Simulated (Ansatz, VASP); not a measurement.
**One calculation of PdPt2Se3, two programs**

```
CELL_PARAMETERS angstrom
6.30906 0.00000 0.00000
-3.15453 5.46381 0.00000
0.00000 0.00000 3.70853
ATOMIC_POSITIONS crystal
Pd 0.00000 0.00000 0.50000
Pt 0.33333 0.66667 0.50000
Pt 0.66667 0.33333 0.50000
Se 0.00000 0.50000 0.00000
Se 0.50000 0.00000 0.00000
Se 0.50000 0.50000 0.00000
```

Change from the starting cell: species swapped into the TmB2Rh3 type (P6/mmm, No. 191).

Alike in both runs: task relaxation of cell and atoms; functional PBE; k mesh 6 × 6 × 10; occupations gaussian, width 0.1 eV; no spin polarisation.

|  | VASP | Ansatz |
| --- | --- | --- |
| version | VASP 6.6.1 | Ansatz 0.2.0 |
| potentials or method | VASP PAW PBE potentials, release 64 (Pd, Pt, Se), cutoff 600 eV | scalar-relativistic, plane waves, PAW |
| valence electrons in the cell | 48 | 102 |

VASP gave:

| Property | Result |
| --- | --- |
| gap on the k mesh at the Fermi level, each at its own relaxed structure (eV) | none |
| relaxed volume (Å³/atom) | 21.80 |
| relaxed length of the cell vector where the two differ most in proportion (Å) | 3.588 |

**Question.** Which values does Ansatz return?

**Answer.** gap on the k mesh at the Fermi level, each at its own relaxed structure (eV): none; relaxed volume (Å³/atom): 21.83; relaxed length of the cell vector where the two differ most in proportion (Å): 3.583.

A gap of «none» marks a metal or a gap that the smearing closes. VASP's potentials hold 48 valence electrons a cell and Ansatz's 102, so a difference there can come from the potentials and not from the codes.

Neither program's run includes spin-orbit coupling.
